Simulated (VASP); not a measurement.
Wanted: the native input for a VASP 6.6.1 run.

```yaml
Task: single point
Functional: PBE
Potentials_or_basis: VASP PAW PBE potentials, release 64 (In_d, Re, S)
Cutoff: 520 eV
k_mesh: 10 × 10 × 6
Occupations: gaussian, width 0.1 eV
Spin: no spin polarisation
Dipole_correction: no
Further_INCAR_settings: ALGO = Normal; EDIFF = 1e-06; NBANDS = 31
```

The structure of InReS4 lies in POSCAR:

```
InReS4
1.0
    4.2089506422      0.0000000000      0.0000000000
    0.0000000000      4.2089506422      0.0000000000
    0.0000000000      0.0000000000      6.3288356648
In Re S
1 1 4
Direct
    0.0000000000      0.0000000000      0.0000000000
    0.5000000000      0.5000000000      0.5000000000
    0.5000000000      0.0000000000      0.7167828116
    0.0000000000      0.5000000000      0.2832171884
    0.5000000000      0.0000000000      0.2832171884
    0.0000000000      0.5000000000      0.7167828116
```

The cell was built from a structure type or drawn by symmetry, and may not be a known phase.

These files were run (other wordings do the same):

INCAR

```
PREC = Accurate
ENCUT = 520
EDIFF = 1E-6
ISMEAR = 0
SIGMA = 0.1
LREAL = F
LASPH = T
NELM = 60
ALGO = Normal
ISIF = 2
LWAVE = F
LCHARG = F
GGA = PE
NBANDS = 31
```

KPOINTS

```
Automatic mesh
0
Gamma
  10 10 6
```

Potentials or basis: VASP PAW PBE potentials, release 64 (In_d, Re, S).

The run is started by

```console
$ cat potpaw_PBE.64/In_d/POTCAR potpaw_PBE.64/Re/POTCAR potpaw_PBE.64/S/POTCAR > POTCAR
$ mpirun -np 1 vasp_std > vasp.out
```

Results of the run:

```
Pressure               : 0.0 GPa
Largest force          : 0.010 eV/Å
Band gap on the k mesh : zero (bands 22 and 23 overlap by 1.12 eV)
```

Caveat: spin-orbit coupling is left out, which moves the levels of the heavy elements.

Run time: 4.6 min on 1 thread of Intel Xeon 8259CL, with other jobs on the host, peak memory 0.41 GiB.
